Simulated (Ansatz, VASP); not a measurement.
# Hg: VASP beside Ansatz

The input INCAR:

```
PREC     = Accurate       # precision mode
ENCUT    = 520            # plane-wave cutoff, eV
EDIFF    = 1E-6           # SCF threshold, eV
ISMEAR   = -1             # smearing method
SIGMA    = 0.05           # smearing width, eV
LREAL    = False          # projectors in reciprocal space
LASPH    = True           # aspherical terms in the spheres
NELM     = 80             # most SCF steps
ALGO     = Normal         # electronic algorithm
ISIF     = 2              # what is computed and relaxed
LWAVE    = False          # write WAVECAR
LCHARG   = False          # write CHGCAR
GGA      = PE             # functional
NBANDS   = 19             # bands
```

KPOINTS

```
Automatic mesh
0
Gamma
  11 11 11
```

File POSCAR:

```
Hg
1.0
    0.0000000000      3.0847699732      3.0847699732
    3.0847699732      0.0000000000      3.0847699732
    3.0847699732      3.0847699732      0.0000000000
Hg
2
Direct
   -0.1250000000     -0.1250000000     -0.1250000000
    0.1250000000      0.1250000000      0.1250000000
```

Input for Ansatz:

```yaml
crystal:
  lattice:
    - [0.0, 3.0847699732, 3.0847699732]
    - [3.0847699732, 0.0, 3.0847699732]
    - [3.0847699732, 3.0847699732, 0.0]
  atoms:
    - { symbol: Hg, position: [-0.125, -0.125, -0.125] }
    - { symbol: Hg, position: [0.125, 0.125, 0.125] }
kpoints:
  mp_grid: { grid: [11, 11, 11] }
scf:
  occupations: { method: fermi_dirac, width: 0.05 }
hamiltonian:
  xc: pbe
  pseudopotentials: { kind: all_electron, lapw: { basis_error: 0.001 } }
output:
  forces: true
  stress: true
  eigenvalues: true
  populations: true
```

Change from the starting cell: volume scaled by 0.52, LAPW.

Alike in both runs: task single point; functional PBE; k mesh 11 × 11 × 11; occupations fermi-dirac, width 0.05 eV; no spin polarisation.

```csv
,VASP,Ansatz
version,VASP 6.6.1,Ansatz 0.2.0
potentials or method,"VASP PAW PBE potentials, release 64 (Hg), cutoff 520 eV","all-electron LAPW, scalar-relativistic"
```

VASP gave:

* pressure (GPa): 12.1

Question: Which values does Ansatz return?

Answer: Pressure (GPa): 11.4.

Ansatz ran all-electron here, and VASP with PAW potentials.

Neither program's run includes spin-orbit coupling.
